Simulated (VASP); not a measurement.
Input of a VASP 6.6.1 run:

The input INCAR:

```
PREC     = Accurate       # precision mode
ENCUT    = 600            # plane-wave cutoff, eV
EDIFF    = 1E-7           # SCF threshold, eV
ISMEAR   = 0              # smearing method
SIGMA    = 0.2            # smearing width, eV
LREAL    = F              # projectors in reciprocal space
LASPH    = T              # aspherical terms in the spheres
NELM     = 200            # most SCF steps
ALGO     = Normal         # electronic algorithm
ISIF     = 3              # what is computed and relaxed
LWAVE    = F              # write WAVECAR
LCHARG   = F              # write CHGCAR
GGA      = PE             # functional
IBRION   = 2              # ionic algorithm
NSW      = 36             # ionic steps
EDIFFG   = -0.08          # ionic threshold
GGA_COMPAT= F            
NELMIN   = 4            
LMAXMIX  = 6              # l up to which the mixer works
```

File KPOINTS:

```
regular mesh
0
Gamma
  6 6 3
```

POSCAR

```
DyBe
1.0
    3.3135330700      0.0000000000      0.0000000000
    0.0000000000      3.3135330700      0.0000000000
    0.0000000000      0.0000000000      6.4543602800
Dy Be
2 2
Direct
    0.5000000000      0.5000000000      0.4469003500
    0.5000000000      0.5000000000      0.9469003500
    0.0000000000      0.5000000000      0.7151156500
    0.5000000000      0.0000000000      0.2151156500
```

Potentials or basis: VASP PAW PBE potentials, release 64 (Dy_3, Be), 4f in core.

Command:

```bash
$ cat potpaw_PBE.64/Dy_3/POTCAR potpaw_PBE.64/Be/POTCAR > POTCAR
$ mpirun -np 1 vasp_std > vasp.out
```

Question: Predict the relaxed cell.

Answer: a = 3.142 Å, b = 3.142 Å, c = 9.416 Å, α = 90.00°, β = 90.00°, γ = 90.00°.

Question: Predict the relaxed volume.

Answer: 23.25 Å³/atom.

Question: Predict the space group after relaxing (to 0.1 Å).

Answer: P4_2/mmc (No. 131).

Question: Predict the band gap on the k mesh.

Answer: Zero (bands 11 and 12 overlap by 1.13 eV).

The path:
| step | energy change (eV) | largest force (eV/Å) | pressure (GPa) | volume (Å³) |
| --- | --- | --- | --- | --- |
| 1 | 0.0000 | 1.4741 | 33.57 | 70.87 |
| 2 | -3.7980 | 0.1666 | -1.28 | 115.71 |
| 3 | -3.8055 | 0.1315 | -0.42 | 112.89 |
| 4 | -3.8050 | 0.1442 | -0.72 | 113.86 |
| 5 | -3.8882 | 0.0796 | -1.01 | 112.62 |
| 6 | -4.0820 | 0.1070 | -1.84 | 108.33 |
| 7 | -4.1807 | 0.3641 | -2.13 | 97.46 |
| 8 | -4.1905 | 0.2714 | -2.34 | 103.56 |
| 9 | -4.2744 | 0.2154 | -0.75 | 96.62 |
| 10 | -4.2877 | 0.1804 | 0.24 | 93.24 |
| 11 | -4.2878 | 0.1763 | 0.36 | 92.88 |
| 12 | -4.2940 | 0.0598 | 0.13 | 92.99 |

Caveat: the volume moved by over 15 % at a fixed basis, so the end points are rough; spin-orbit coupling is left out, which moves the levels of the heavy elements; the 4f electrons are frozen in the core, so they carry no moment and show no levels; the relaxation stopped at a loose force limit of 0.08 eV/Å, so its end isn't a converged minimum. Spin polarisation is off, so any magnetic state and its effect on volume and gap are missing.
